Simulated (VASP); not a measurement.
Wanted: the native input for a VASP 6.6.1 run.

```
Task                   : single point
Functional             : r2SCAN
Potentials or basis    : VASP PAW PBE potentials, release 64 (N, B)
Cutoff                 : 520 eV
k mesh                 : 13 × 13 × 13
Occupations            : fermi-dirac, width 0.05 eV
Spin                   : no spin polarisation
Dipole correction      : no
Further INCAR settings : ALGO = Normal; EDIFF = 1e-06; NBANDS = 11
```

BN:

```
N B
1.0
     0.00000    3.49532    2.16609
     1.25163    0.00000    2.16609
     1.25163    3.49532    0.00000
N B
1 1
Cartesian
  1.2516 3.4953 2.8881
  1.2516 3.4953 0.0002
```

The input as run:

POSCAR

```
BN
1.0
    0.0000000000      3.4953158300      2.1660912400
    1.2516321000      0.0000000000      2.1660912400
    1.2516321000      3.4953158300      0.0000000000
N B
1 1
Direct
    0.6666513400      0.6666513400      0.3333486600
    0.0000486500      0.0000486500      0.9999513500
```

INCAR.step1

```
SYSTEM = BN
  PREC = Accurate
  ENCUT = 520
  ISMEAR = -1
  SIGMA = 0.05
  LREAL = .False.
  LASPH = .True.
  NELM = 80
  NBANDS = 11
  GGA = PE
  ALGO = Normal
  EDIFF = 1E-4
  LWAVE = .True.
  LCHARG = .False.
```

INCAR.step2

```
SYSTEM = BN
  PREC = Accurate
  ENCUT = 520
  EDIFF = 1E-6
  ISMEAR = -1
  SIGMA = 0.05
  LREAL = .False.
  LASPH = .True.
  NELM = 80
  ALGO = Normal
  ISIF = 2
  LWAVE = .False.
  LCHARG = .False.
  METAGGA = R2SCAN
  LMIXTAU = .True.
  NBANDS = 11
  ISTART = 1
```

KPOINTS

```
regular mesh
0
Gamma
  13 13 13
  0 0 0
```

Potentials or basis: VASP PAW PBE potentials, release 64 (N, B).

Command:

```bash
$ cat potpaw_PBE.64/N/POTCAR potpaw_PBE.64/B/POTCAR > POTCAR
$ cp INCAR.step1 INCAR
$ mpirun -np 1 vasp_std > vasp.out
$ cp INCAR.step2 INCAR
$ mpirun -np 1 vasp_std > vasp.out
```

It gave:

```json
{
  "Pressure": "-0.1 GPa",
  "Largest force": "0.009 eV/Å",
  "Band gap on the k mesh": "4.41 eV, indirect (least direct gap 5.35 eV)"
}
```

Caveat: the PAW data sets were made with another functional, which shifts forces and pressure a little.

Run time: 10 min on 1 thread of AMD EPYC 7R13 Processor (Zen 3) (shared host), peak memory 0.17 GiB.
